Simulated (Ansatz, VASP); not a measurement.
# Two plane-wave programs on Mg3ZrN

```
Mg Zr N
1.0
     3.08947    0.00000    0.00000
     0.00000    3.08947    0.00000
     0.00000    0.00000   11.41429
Mg Zr N
3 1 1
Direct
  0.00000 0.00000 0.00000
  0.50000 0.50000 0.21539
  0.50000 0.50000 0.78461
  0.50000 0.50000 0.50000
  0.00000 0.00000 0.50000
```

Alike in both runs: functional PBE; k mesh 6 × 6 × 4; occupations gaussian, width 0.1 eV; no spin polarisation.

Ansatz relaxed the structure, and its values are those at the end. VASP's run is a single point on that final structure, the one shown.

|  | VASP | Ansatz |
| --- | --- | --- |
| version | VASP 6.6.1 | Ansatz 0.2.0 |
| potentials or method | VASP PAW PBE potentials, release 64 (Mg, Zr_sv, N), cutoff 520 eV | scalar-relativistic, plane waves, PAW |
| valence electrons in the cell | 23 | 47 |

Ansatz gave:

* gap on the k mesh at the Fermi level (eV): none
* pressure (GPa): 0.2
* rms of the force components (eV/Å): 0.013

Task: What did VASP give for the same quantities?

Result: gap on the k mesh at the Fermi level (eV): none; pressure (GPa): 0.2; rms of the force components (eV/Å): 0.015.

A gap of «none» marks a metal or a gap that the smearing closes. VASP's potentials hold 23 valence electrons a cell and Ansatz's 47, so a difference there can come from the potentials and not from the codes.
